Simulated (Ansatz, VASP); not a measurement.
One calculation of ReBPt, two programs

```
CELL_PARAMETERS angstrom
3.74108 0.00000 0.00000
-1.87054 3.23987 0.00000
0.00000 0.00000 3.26610
ATOMIC_POSITIONS crystal
Re 0.00000 0.00000 0.50000
B 0.33333 0.66667 0.50000
Pt 0.66667 0.33333 0.00000
```

Change from the starting cell: species swapped into the DyCuGe type (P-6m2, No. 187).

Alike in both runs: functional PBE; k mesh 6 × 6 × 6; occupations gaussian, width 0.1 eV; no spin polarisation.

Ansatz relaxed the structure, and its values are those at the end. VASP's run is a single point on that final structure, the one shown.

|  | VASP | Ansatz |
| --- | --- | --- |
| version | VASP 6.6.1 | Ansatz 0.2.0 |
| potentials or method | VASP PAW PBE potentials, release 64 (Re, B, Pt), cutoff 520 eV | scalar-relativistic, plane waves, PAW |
| valence electrons in the cell | 20 | 36 |

|  | VASP | Ansatz | Ansatz less VASP |
| --- | --- | --- | --- |
| gap on the k mesh at the Fermi level (eV) | none | none | - |
| pressure (GPa) | 0.2 | 0.0 | -0.21 |

A gap of «none» marks a metal or a gap that the smearing closes. VASP's potentials hold 20 valence electrons a cell and Ansatz's 36, so a difference there can come from the potentials and not from the codes.

Spin-orbit coupling is off throughout.
